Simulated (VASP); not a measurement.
TiAl3, 4 atoms in the cell. Symmetry: Cmmm, No. 65, orthorhombic system. Conventional cell: a = 3.734 Å, b = 6.342 Å, c = 4.977 Å, α = 90.00°, β = 90.00°, γ = 90.00°. Ti (site symmetry mmm) has 4 Al at 2.08 Å within 2.8 Å. Within 2.1 Å of Al (site symmetry mm2) lie 2 Al at 1.57 to 1.84 Å and 2 Ti at 2.08 Å. Within 2.1 Å of Al (site symmetry mmm) lie 2 Al at 1.57 Å. 

| Item | Value |
| --- | --- |
| Program | VASP 6.6.1 |
| Task | relaxation of cell and atoms |
| Functional | PBE |
| Potentials or basis | VASP PAW PBE potentials, release 64 (Ti_sv, Al) |
| Cutoff | 600 eV |
| k mesh | 6 × 6 × 4 |
| Occupations | gaussian, width 0.1 eV |
| Spin | no spin polarisation |
| Dipole correction | no |
| Further INCAR settings | ALGO = Normal; EDIFF = 1e-07; IBRION = 2; EDIFFG = -0.04; NSW = 90; ISIF = 3 |

Potentials or basis: VASP PAW PBE potentials, release 64 (Ti_sv, Al).

Command:

```bash
$ cat potpaw_PBE.64/Ti_sv/POTCAR potpaw_PBE.64/Al/POTCAR > POTCAR
$ mpirun -np 1 vasp_std > vasp.out
```

Hardware: 1 thread of Intel(R) Xeon(R) 6975P-C (Granite Rapids), on a shared host.

**Question.** How long does it take, and how much memory?

**Answer.** Wall time 11 min on 1 thread of Intel(R) Xeon(R) 6975P-C (Granite Rapids), with other jobs on the host, peak memory 0.23 GiB. Counts: scf iterations 543, k points 39, ion steps 40.
